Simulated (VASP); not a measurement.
Write the native input for VASP 6.6.1 that does the following.

```
Task                   : single point
Functional             : PBE
Potentials or basis    : VASP PAW PBE potentials, release 64 (Al, O)
Cutoff                 : 520 eV
k mesh                 : 9 × 9 × 4
Occupations            : gaussian, width 0.01 eV
Spin                   : no spin polarisation
Dipole correction      : no
Further INCAR settings : ALGO = Normal; EDIFF = 1e-06; NBANDS = 20
```

The structure of Al2O3 lies in POSCAR:

```
Al2O3
1.0
    2.9448757177      0.0000000000      0.0000000000
   -1.4724378588      2.5503371825      0.0000000000
    0.0000000000      0.0000000000      7.6779695463
Al O
2 3
Direct
    0.3333333333      0.6666666667      0.1827987277
    0.6666666667      0.3333333333      0.8172012723
    0.0000000000      0.0000000000      0.0000000000
    0.3333333333      0.6666666667      0.7268084417
    0.6666666667      0.3333333333      0.2731915583
```

One way to write it, as run:

INCAR

```
  PREC = Accurate
  ENCUT = 520
  EDIFF = 1E-6
  ISMEAR = 0
  SIGMA = 0.01
  LREAL = F
  LASPH = T
  NELM = 100
  ALGO = Normal
  ISIF = 2
  LWAVE = F
  LCHARG = F
  GGA = PE
  NBANDS = 20
```

KPOINTS

```
Automatic mesh
0
Gamma
  9 9 4
```

Potentials or basis: VASP PAW PBE potentials, release 64 (Al, O).

Launch:

```sh
$ cat potpaw_PBE.64/Al/POTCAR potpaw_PBE.64/O/POTCAR > POTCAR
$ mpirun -np 1 vasp_std > vasp.out
```

It gave:

| Item | Value |
| --- | --- |
| Pressure | -9.1 GPa |
| Largest force | 0.646 eV/Å |
| Band gap on the k mesh | 4.24 eV (least direct gap 4.35 eV) |

Caveat: the cell stands under tension.

Wall time 66 s on 1 thread of Intel Xeon 8259CL, with other jobs on the host, peak memory 0.19 GiB.
